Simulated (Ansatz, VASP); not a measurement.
**ZrS in VASP and in Ansatz**

INCAR

```
SYSTEM = ZrS
ALGO = Normal
EDIFF = 1E-7
ENCUT = 520
ISIF = 2
ISMEAR = 0
LASPH = .True.
LCHARG = .False.
LREAL = .False.
LWAVE = .False.
NBANDS = 16
NELM = 60
PREC = Accurate
SIGMA = 0.15
```

File KPOINTS:

```
k-points
0
Gamma
  16 16 16
  0 0 0
```

Contents of POSCAR:

```
ZrS
1.0
    0.0000000000      2.7127426924      2.7127426924
    2.7127426924      0.0000000000      2.7127426924
    2.7127426924      2.7127426924      0.0000000000
Zr S
1 1
Direct
    0.0000000000      0.0000000000      0.0000000000
    0.5000000000      0.5000000000      0.5000000000
```

Input for Ansatz:

```yaml
crystal:
  lattice:
    - [0.0, 2.7127426924, 2.7127426924]
    - [2.7127426924, 0.0, 2.7127426924]
    - [2.7127426924, 2.7127426924, 0.0]
  atoms:
    - { symbol: Zr, position: [0.0, 0.0, 0.0] }
    - { symbol: S, position: [0.5, 0.5, 0.5] }
basis:
  ecutwfc: 420
kpoints:
  mp_grid: { grid: [16, 16, 16] }
hamiltonian:
  xc: lda
  pseudopotentials: { kind: paw, azcp: { folder: soft_1 } }
scf:
  occupations: { method: gaussian, width: 0.15 }
  lower_state_search: "off"
output:
  forces: true
  stress: true
  eigenvalues: true
```

Alike in both runs: task single point; functional LDA; k mesh 16 × 16 × 16; occupations gaussian, width 0.15 eV; no spin polarisation.

|  | VASP | Ansatz |
| --- | --- | --- |
| version | VASP 6.6.1 | Ansatz 0.2.0 |
| potentials or method | VASP PAW LDA potentials, release 64 (Zr_sv, S), cutoff 520 eV | scalar-relativistic, plane waves, PAW |
| valence electrons in the cell | 18 | 18 |

```csv
,VASP,Ansatz,Ansatz less VASP
gap on the k mesh at the Fermi level (eV),none,none,-
pressure (GPa),-17.7,-17.8,-0.10
```

Ansatz warns that its potentials were made for another functional, while VASP's fit it. LDA's correlation is that of Perdew and Zunger in VASP and of Perdew and Wang (1992) in Ansatz. A gap of «none» marks a metal or a gap that the smearing closes.
